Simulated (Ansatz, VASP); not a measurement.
## Two plane-wave programs on B3As2

```xyz
5
Lattice="3.1860 0.0000 0.0000 -1.5930 2.7592 0.0000 0.0000 0.0000 6.7666" Properties=species:S:1:pos:R:3 pbc="T T T"
B     0.0000    0.0000    0.0000
B     0.0000    1.8395    3.3029
B     1.5930    0.9197    3.4637
As    0.0000    1.8395    1.2410
As    1.5930    0.9197    5.5256
```

Alike in both runs: functional PBE; k mesh 12 × 12 × 6; occupations gaussian, width 0.1 eV; no spin polarisation.

Ansatz relaxed the structure, and its values are those at the end. VASP's run is a single point on that final structure, the one shown.

|  | VASP | Ansatz |
| --- | --- | --- |
| version | VASP 6.6.1 | Ansatz 0.2.0 |
| potentials or method | VASP PAW PBE potentials, release 64 (B, As_d), cutoff 600 eV | scalar-relativistic, plane waves, PAW |
| valence electrons in the cell | 39 | 39 |

Ansatz gave:

```
gap on the k mesh at the Fermi level (eV) : none
pressure (GPa)                            : 0.0
rms of the force components (eV/Å)        : 0.000
```

Estimate VASP's values.

gap on the k mesh at the Fermi level (eV): none; pressure (GPa): 0.0; rms of the force components (eV/Å): 0.007.

A gap of «none» marks a metal or a gap that the smearing closes.
